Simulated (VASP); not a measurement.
# C (R-3m) in VASP: a series of runs, part 2 of 3

VASP 6.6.1.

### Step 3. Single point, LDA

This run uses another cell than the first one, of the same volume but with other edges.

The input, INCAR:

```
SYSTEM = C
  ALGO = Normal
  EDIFF = 1E-6
  ENCUT = 520
  GGA = CA
  ISIF = 2
  ISMEAR = 0
  LASPH = .True.
  LCHARG = .False.
  LREAL = .False.
  LWAVE = .False.
  NBANDS = 11
  NELM = 100
  PREC = Accurate
  SIGMA = 0.05
```

The input, KPOINTS:

```
k-points
0
Gamma
  12 12 12
  0 0 0
```

The input, POSCAR:

```
C
1.0
    1.2082160057      0.6975638362      3.4576682195
   -1.2082160057      0.6975638362      3.4576682195
    0.0000000000     -1.3951276723      3.4576682195
C
2
Direct
    0.1640000000      0.1640000000      0.1640000000
    0.8360000000      0.8360000000      0.8360000000
```

Potentials or basis: VASP PAW LDA potentials, release 64 (C).

The run is started by

```sh
$ cat potpaw_LDA.64/C/POTCAR > POTCAR
$ mpirun -np 1 vasp_std > vasp.out
```

OUTCAR:

```text
SYSTEM = C
   EDIFF = 1E-6
   ENCUT = 520
   GGA = CA
   ISIF = 2
   ISMEAR = 0
   LASPH = .True.
   LREAL = .False.
   NELM = 100
   PREC = Accurate

 ion  position               nearest neighbor table
   1  0.164  0.164  0.164-   2 1.40   2 1.40   2 1.40
   2  0.836  0.836  0.836-   1 1.40   1 1.40   1 1.40

  LATTYP: Found a trigonal (rhomboedric) cell.
 ALAT       =     3.7285185715
 COS(alpha) =     0.7899868235

  Lattice vectors:

 A1 = (   1.2082160057,   0.6975638362,   3.4576682195)
 A2 = (  -1.2082160057,   0.6975638362,   3.4576682195)
 A3 = (   0.0000000000,  -1.3951276723,   3.4576682195)

Analysis of symmetry for initial positions (statically):
=====================================================================
 Subroutine PRICEL returns:
 Original cell was already a primitive cell.

 Routine SETGRP: Setting up the symmetry group for a
 trigonal (rhombohedral) supercell.

 Subroutine GETGRP returns: Found 12 space group operations
 (whereof 12 operations were pure point group operations)
 out of a pool of 12 trial point group operations.

The static configuration has the point symmetry D_3d.

Analysis of symmetry for dynamics (positions and initial velocities):
=====================================================================
 Subroutine PRICEL returns:
 Original cell was already a primitive cell.

 Routine SETGRP: Setting up the symmetry group for a
 trigonal (rhombohedral) supercell.

 Subroutine GETGRP returns: Found 12 space group operations
 (whereof 12 operations were pure point group operations)
 out of a pool of 12 trial point group operations.

The dynamic configuration has the point symmetry D_3d.

 Subroutine INISYM returns: Found 12 space group operations
 (whereof 12 operations are pure point group operations),
 and found     1 'primitive' translations

[... 115 lines left out ...]
  volume/ion in A,a.u.               =       8.74        59.00
  Fermi-wavevector in a.u.,A,eV,Ry     =   1.261490  2.383870 21.651724  1.591357
  Thomas-Fermi vector in A             =   2.394946
   LORBIT       =      0    0 simple, 1 ext, 2 COOP (PROOUT), +10 PAW based schemes
   GGA     = CA    functional components
   LHFCALC =     F    Hartree Fock is set to
   AEXX    =    0.0000 exact exchange contribution
   IVDW    =     0    specifies the selected vdW correction
   LEPSILON=     F    determine dielectric tensor
   LRPA    =     F    only Hartree local field effects (RPA)
 non-spin polarized calculation
 Gauss-broadening in eV      SIGMA  =   0.05
  energy-cutoff  :      520.00
  volume of cell :       17.48
 maximum number of plane-waves:       486
   NGX = 13   NGY = 13   NGZ = 13

 number of electron       8.0000000 magnetization

 Free energy of the ion-electron system (eV)
  ---------------------------------------------------
  ext. energy  EPLUGINS =         0.00000000
  ---------------------------------------------------
  free energy    TOTEN  =       -20.17153325 eV

  energy without entropy =      -20.17153325  energy(sigma->0) =      -20.17153325

 E-fermi :   4.6085     XC(G=0): -10.6802

 val. band max:        4.3268742508   @ k =  -0.3333   0.3333   0.0000
 cond. band min:       4.9595242524   @ k =  -0.3333   0.3333   0.0000
 fundamental gap:      0.6326500016
 Fermi energy:         4.6084805416

 k-point     1 :       0.0000    0.0000    0.0000
  band No.  band energies     occupation
      1     -15.2290      2.00000
      2      -2.4690      2.00000
      3       1.7007      2.00000
      4       1.7007      2.00000
      5       7.9851      0.00000
      6      13.3558      0.00000
      7      13.3558      0.00000
      8      16.6888      0.00000
      9      18.9436      0.00000
     10      27.7960      0.00000
     11      29.0931      0.00000
[... 309 lines left out ...]
 k-point    24 :      -0.4167    0.1667    0.0000
  band No.  band energies     occupation
      1      -9.1692      2.00000
      2      -8.4325      2.00000
      3      -3.6934      2.00000
      4       3.0829      2.00000
      5       6.1865      0.00000
      6      15.4883      0.00000
      7      15.9963      0.00000
      8      16.6255      0.00000
      9      19.9134      0.00000
     10      24.5334      0.00000
     11      27.8127      0.00000

 [... further k-points ...]
[... 5 lines left out ...]
  --------------------------------------------------------------------------------------
  -------------------------------------------------------------------------------------
  Total        1.8360848      1.8360848     -0.2028781      0.0000000     -0.0000000     -0.0000000
  in kB      168.2442370    168.2442370    -18.5901414      0.0000000     -0.0000000     -0.0000000
  external PRESSURE =     105.9661109 kB  Pullay stress =       0.0000000 kB

 VOLUME and BASIS-vectors are now :
 -----------------------------------------------------------------------------
  energy-cutoff  :      520.00
  volume of cell :       17.48
      direct lattice vectors                 reciprocal lattice vectors
     1.208216006  0.697563836  3.457668219     0.413833286  0.238926759  0.096404083
    -1.208216006  0.697563836  3.457668219    -0.413833286  0.238926759  0.096404083
     0.000000000 -1.395127672  3.457668219     0.000000000 -0.477853518  0.096404083

 POSITION                                       TOTAL-FORCE (eV/Angst)
 -----------------------------------------------------------------------------------
      0.00000      0.00000      1.70117         0.000000      0.000000      0.925175
      0.00000      0.00000      8.67183         0.000000     -0.000000     -0.925175
 -----------------------------------------------------------------------------------
    total drift:                                0.000000     -0.000000      0.000000

  FREE ENERGIE OF THE ION-ELECTRON SYSTEM (eV)
  ---------------------------------------------------
  free  energy   TOTEN  =       -20.1715332507 eV

  energy  without entropy=      -20.1715332507  energy(sigma->0) =      -20.17153325
```

stdout:

```text
POSCAR found type information on POSCAR C
 POSCAR found :  1 types and       2 ions
 scaLAPACK will be used
 LDA part: xc-table for (Slater(with rela. corr.)+CA(PZ))
 , standard interpolation
 POSCAR, INCAR and KPOINTS ok, starting setup
 FFT: planning ... GRIDC
 FFT: planning ... GRID_SOFT
 FFT: planning ... GRID
 WAVECAR not read
 entering main loop
```

Run time: 28 s. Hardware: 1 thread of AMD EPYC 9R45 (Zen 5), shared host; peak memory 0.12 GiB.

What came out:

```
Free energy            : -20.1715 eV
Pressure               : 10.6 GPa
Largest force          : 0.925 eV/Å
Band gap on the k mesh : 0.63 eV, direct
```

Forces on the atoms (eV/Å):
```
C    0.000  0.000  0.925
C    0.000  0.000 -0.925
```

 A k mesh can miss the band edges.

(Continued in part 3 of 3.)
